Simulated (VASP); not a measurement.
# FeGe (P6/mmm) in VASP: single point with PBE

Aim: the single point of FeGe with PBE.

All numbers are computed with VASP 6.6.1; they aren't measurements. Logs are shortened: lines on timing, memory, paths and dates and some standing lists are left out, and cuts for length are marked.

**1. The cell of the first run**

It takes space group P6/mmm (No. 191, hexagonal). Conventional cell: a = 4.998 Å, b = 4.998 Å, c = 4.116 Å, α = 90.00°, β = 90.00°, γ = 120.00°. Fe (site symmetry mmm) has 4 Fe at 2.50 Å and 6 Ge at 2.50 to 2.51 Å within 3.3 Å. Ge (site symmetry 6/mmm) has 6 Fe at 2.50 Å within 3.3 Å. Within 3.3 Å of Ge (site symmetry -6m2) lie 6 Fe at 2.51 Å and 3 Ge at 2.89 Å.

**2. Single point, PBE, collinear spin, ferromagnetic start**

INCAR

```
SYSTEM = FeGe
PREC = Accurate
ENCUT = 520
EDIFF = 1E-7
ISMEAR = 0
SIGMA = 0.05
LREAL = .False.
LASPH = .True.
NELM = 150
ALGO = Fast
ISIF = 2
LWAVE = .False.
LCHARG = .False.
ISPIN = 2
MAGMOM = 4 4 4 0 0 0
LORBIT = 11
LMAXMIX = 4
GGA = PE
NBANDS = 46
```

KPOINTS

```
regular mesh
0
Gamma
  9 9 8
  0 0 0
```

POSCAR

```
FeGe
1.0
    4.9976023358      0.0000000000      0.0000000000
   -2.4988011679      4.3280505808      0.0000000000
    0.0000000000      0.0000000000      4.1157613500
Fe Ge
3 3
Direct
    0.5000000000      0.0000000000      0.0000000000
    0.5000000000      0.5000000000      0.0000000000
    0.0000000000      0.5000000000      0.0000000000
    0.0000000000      0.0000000000      0.0000000000
    0.3333333300      0.6666666700      0.5000000000
    0.6666666700      0.3333333300      0.5000000000
```

Potentials or basis: VASP PAW PBE potentials, release 64 (Fe, Ge_d).

The run is started by

```
$ cat potpaw_PBE.64/Fe/POTCAR potpaw_PBE.64/Ge_d/POTCAR > POTCAR
$ mpirun -np 1 vasp_std > vasp.out
```

OUTCAR:

```text
SYSTEM = FeGe
   PREC = Accurate
   ENCUT = 520
   EDIFF = 1E-7
   ISMEAR = 0
   LREAL = .False.
   LASPH = .True.
   NELM = 150
   ISIF = 2
   ISPIN = 2
   LORBIT = 11
   GGA = PE

 ion  position               nearest neighbor table
   1  0.500  0.000  0.000-   2 2.50   3 2.50   2 2.50   3 2.50   4 2.50   4 2.50   6 2.51   5 2.51
                             6 2.51   5 2.51
   2  0.500  0.500  0.000-   1 2.50   4 2.50   1 2.50   4 2.50   3 2.50   3 2.50   6 2.51   5 2.51
                             6 2.51   5 2.51
   3  0.000  0.500  0.000-   1 2.50   4 2.50   4 2.50   1 2.50   2 2.50   2 2.50   6 2.51   5 2.51
                             6 2.51   5 2.51
   4  0.000  0.000  0.000-   2 2.50   3 2.50   3 2.50   2 2.50   1 2.50   1 2.50
   5  0.333  0.667  0.500-   1 2.51   1 2.51   3 2.51   3 2.51   2 2.51   2 2.51   6 2.89   6 2.89
                             6 2.89
   6  0.667  0.333  0.500-   1 2.51   1 2.51   3 2.51   3 2.51   2 2.51   2 2.51   5 2.89   5 2.89
                             5 2.89

  LATTYP: Found a hexagonal cell.
 ALAT       =     4.9976023358
 C/A-ratio  =     0.8235471879

  Lattice vectors:

 A1 = (   4.9976023358,   0.0000000000,   0.0000000000)
 A2 = (  -2.4988011679,   4.3280505808,   0.0000000000)
 A3 = (   0.0000000000,   0.0000000000,   4.1157613500)

Analysis of symmetry for initial positions (statically):
=====================================================================
 Subroutine PRICEL returns:
 Original cell was already a primitive cell.

 Routine SETGRP: Setting up the symmetry group for a
 hexagonal supercell.

 Subroutine GETGRP returns: Found 24 space group operations
 (whereof 24 operations were pure point group operations)
 out of a pool of 24 trial point group operations.

The static configuration has the point symmetry D_6h.

Analysis of symmetry for dynamics (positions and initial velocities):
=====================================================================
 Subroutine PRICEL returns:
 Original cell was already a primitive cell.

 Routine SETGRP: Setting up the symmetry group for a
 hexagonal supercell.

 Subroutine GETGRP returns: Found 24 space group operations
 (whereof 24 operations were pure point group operations)
 out of a pool of 24 trial point group operations.

The dynamic configuration has the point symmetry D_6h.

Analysis of structural, dynamic, and magnetic symmetry:
=====================================================================
 Subroutine PRICEL returns:
 Original cell was already a primitive cell.

 Routine SETGRP: Setting up the symmetry group for a
 hexagonal supercell.

 Subroutine GETGRP returns: Found 24 space group operations
 (whereof 24 operations were pure point group operations)
 out of a pool of 24 trial point group operations.

The overall configuration has the point symmetry D_6h.

 Subroutine INISYM returns: Found 24 space group operations
 (whereof 24 operations are pure point group operations),
 and found     1 'primitive' translations

----------------------------------------------------------------------------------------

                                     Primitive cell

  volume of cell :      89.0234

  direct lattice vectors                    reciprocal lattice vectors
     4.997602336  0.000000000  0.000000000     0.200095953  0.115525452  0.000000000
    -2.498801168  4.328050581  0.000000000     0.000000000  0.231050904  0.000000000
     0.000000000  0.000000000  4.115761350     0.000000000  0.000000000  0.242968412

  length of vectors
     4.997602336  4.997602336  4.115761350     0.231050904  0.231050904  0.242968412

  position of ions in fractional coordinates (direct lattice)
     0.500000000  0.000000000  0.000000000
     0.500000000  0.500000000  0.000000000
     0.000000000  0.500000000  0.000000000
     0.000000000  0.000000000  0.000000000
     0.333333330  0.666666670  0.500000000
     0.666666670  0.333333330  0.500000000

  ion indices of the primitive-cell ions
   primitive index   ion index
                 1           1
                 2           2
                 3           3
                 4           4
                 5           5
[... 54 lines left out ...]
 [... further k-points ...]
   k-points           NKPTS =     60   k-points in BZ     NKDIM =     60   number of bands    NBANDS=     46
   number of dos      NEDOS =    301   number of ions     NIONS =      6
   total plane-waves  NPLWV =  51200
   dimension x,y,z NGX =    40 NGY =   40 NGZ =   32
   dimension x,y,z NGXF=    80 NGYF=   80 NGZF=   64
   ions per type =               3   3
   NGX,Y,Z   is equivalent  to a cutoff of  13.31, 13.31, 12.93 a.u.
   NGXF,Y,Z  is equivalent  to a cutoff of  26.61, 26.61, 25.85 a.u.
 SYSTEM =  FeGe
   PREC   = accura    normal or accurate (medium, high low for compatibility)
   ISTART =      0    job   : 0-new  1-cont  2-samecut
   ICHARG =      2    charge: 1-file 2-atom 10-const
   ISPIN  =      2    spin polarized calculation?
   LNONCOLLINEAR =      F non collinear calculations
   LSORBIT =      F    spin-orbit coupling
   LASPH  =      T    aspherical Exc in radial PAW
   ENCUT  =  520.0 eV  38.22 Ry    6.18 a.u.   9.29  9.29  7.65*2*pi/ulx,y,z
   NELM   =    150;   NELMIN=  2; NELMDL= -5     # of ELM steps
   EDIFF  = 0.1E-06   stopping-criterion for ELM
   LREAL  =      F    real-space projection
   EDIFFG = 0.1E-05   stopping-criterion for IOM
   NSW    =      0    number of steps for IOM
   IBRION =     -1    ionic relax: 0-MD 1-quasi-New 2-CG
   NFREE  =      0    steps in history (QN), initial steepest desc. (CG)
   ISIF   =      2    stress and relaxation
   ISYM   =      2    0-nonsym 1-usesym 2-fastsym
   POTIM  = 0.5000    time-step for ionic-motion
   TEBEG  =    0.0;   TEEND  =   0.0 temperature during run
   PSTRESS=    0.0 pullay stress
   NELECT =      66.0000    total number of electrons
   NUPDOWN=      -1.0000    fix difference up-down
   EMIN   =  10.00;   EMAX   =-10.00  energy-range for DOS
   EFERMI =   0.00;   METHOD = LEGACY
   ISMEAR =     0;   SIGMA  =   0.05  broadening in eV -4-tet -1-fermi 0-gaus
   EFERMI_NEDOS =   21; number of points for ismear=-14 and -15
   IALGO  =     68    algorithm
   IMIX   =      4    mixing-type and parameters
     AMIX     =   0.40;   BMIX     =  1.00
     AMIX_MAG =   1.60;   BMIX_MAG =  1.00
  volume/ion in A,a.u.               =      14.84       100.13
  Fermi-wavevector in a.u.,A,eV,Ry     =   1.481681  2.799971 29.869943  2.195379
  Thomas-Fermi vector in A             =   2.595561
   LORBIT       =     11    0 simple, 1 ext, 2 COOP (PROOUT), +10 PAW based schemes
   GGA     = PE    functional components
   LHFCALC =     F    Hartree Fock is set to
   AEXX    =    0.0000 exact exchange contribution
   IVDW    =     0    specifies the selected vdW correction
   LEPSILON=     F    determine dielectric tensor
   LRPA    =     F    only Hartree local field effects (RPA)
 spin polarized calculation
 RMM-DIIS sequential band-by-band and
 Gauss-broadening in eV      SIGMA  =   0.05
  energy-cutoff  :      520.00
  volume of cell :       89.02
 maximum number of plane-waves:      2439
 NGX is ok and might be reduce to    40
   NGX = 19   NGY = 19   NGZ = 15

 number of electron      66.0000000 magnetization      12.0000000

 number of electron      65.9999997 magnetization       4.0845854

 Free energy of the ion-electron system (eV)
  ---------------------------------------------------
  ext. energy  EPLUGINS =         0.00000000
  ---------------------------------------------------
  free energy    TOTEN  =       -39.00125805 eV

  energy without entropy =      -38.99450452  energy(sigma->0) =      -38.99788128

 E-fermi :   6.7673     XC(G=0): -11.9265

 val. band max:        6.7672133605   @ k =   0.4444   0.1111   0.2500
 cond. band min:       6.7686645435   @ k =   0.3333   0.2222   0.2500
 fundamental gap:      0.0014511830
 Fermi energy:         6.7672507404

 spin component 1

 k-point     1 :       0.0000    0.0000    0.0000
  band No.  band energies     occupation
      1     -18.2432      1.00000
      2     -18.1694      1.00000
      3     -18.1694      1.00000
      4     -18.1071      1.00000
      5     -18.1071      1.00000
      6     -18.0653      1.00000
[... 1141 lines left out ...]
     44      12.9270      0.00000
     45      12.9270      0.00000

 [... further k-points ...]

 spin component 2

 k-point     1 :       0.0000    0.0000    0.0000
  band No.  band energies     occupation
      1     -18.2532      1.00000
      2     -18.1852      1.00000
      3     -18.1852      1.00000
      4     -18.1164      1.00000
      5     -18.1164      1.00000
      6     -18.0748      1.00000
[... 1141 lines left out ...]
     44      13.1917      0.00000
     45      13.1917      0.00000

 [... further k-points ...]

 [bands above 45 left out]

------------------------ aborting loop because EDIFF is reached ----------------------------------------

  FORCE on cell =-STRESS in cart. coord.  units (eV):
  Direction    XX          YY          ZZ          XY          YZ          ZX
  --------------------------------------------------------------------------------------
  -------------------------------------------------------------------------------------
  Total       -2.1515516     -2.1515516     -2.6933605      0.0000000      0.0000000      0.0000000
  in kB      -38.7220323    -38.7220323    -48.4731076      0.0000000      0.0000000      0.0000000
  external PRESSURE =     -41.9723908 kB  Pullay stress =       0.0000000 kB

 VOLUME and BASIS-vectors are now :
 -----------------------------------------------------------------------------
  energy-cutoff  :      520.00
  volume of cell :       89.02
      direct lattice vectors                 reciprocal lattice vectors
     4.997602336  0.000000000  0.000000000     0.200095953  0.115525452  0.000000000
    -2.498801168  4.328050581  0.000000000     0.000000000  0.231050904  0.000000000
     0.000000000  0.000000000  4.115761350     0.000000000  0.000000000  0.242968412

 POSITION                                       TOTAL-FORCE (eV/Angst)
 -----------------------------------------------------------------------------------
      2.49880      0.00000      0.00000         0.000000     -0.000000      0.000000
      1.24940      2.16403      0.00000         0.000000     -0.000000      0.000000
     -1.24940      2.16403      0.00000        -0.000000     -0.000000      0.000000
      0.00000      0.00000      0.00000         0.000000     -0.000000      0.000000
     -0.00000      2.88537      2.05788         0.000000     -0.000000      0.000000
      2.49880      1.44268      2.05788         0.000000      0.000000      0.000000
 -----------------------------------------------------------------------------------
    total drift:                                0.000000     -0.000000     -0.000000

  FREE ENERGIE OF THE ION-ELECTRON SYSTEM (eV)
  ---------------------------------------------------
  free  energy   TOTEN  =       -39.0012580477 eV

  energy  without entropy=      -38.9945045174  energy(sigma->0) =      -38.99788128

 total charge

# of ion       s       p       d       tot
------------------------------------------
    1        0.427   0.542   6.394   7.363
    2        0.427   0.542   6.394   7.363
    3        0.427   0.542   6.394   7.363
    4        1.149   1.122  10.052  12.323
    5        1.126   1.159  10.073  12.358
    6        1.126   1.159  10.073  12.358
--------------------------------------------------
tot          4.681   5.067  49.379  59.127

 magnetization (x)

# of ion       s       p       d       tot
------------------------------------------
    1        0.005   0.000   1.454   1.459
    2        0.005   0.000   1.454   1.459
    3        0.005   0.000   1.454   1.459
    4       -0.002  -0.097   0.005  -0.094
    5       -0.006  -0.057  -0.001  -0.065
    6       -0.006  -0.057  -0.001  -0.065
--------------------------------------------------
tot          0.000  -0.211   4.365   4.154
```

Wall time 15 min (1 thread of Oxide Virtual Turin-like, shared host); peak memory 0.45 GiB.

Results:

| Item | Value |
| --- | --- |
| Free energy | -39.0013 eV |
| Pressure | -4.2 GPa |
| Net moment | 4.08 μB per cell |
| Site moments | Fe +1.46; Ge -0.09, -0.07 (each value once) μB |
| Valence electrons inside the program's atomic spheres | Fe 7.36; Ge 12.32, 12.36 (each value once) |

Stress tensor (GPa, compression positive):
```
-3.87  0.00  0.00
 0.00 -3.87  0.00
 0.00  0.00 -4.85
```

Caveat: the cell stands under tension.
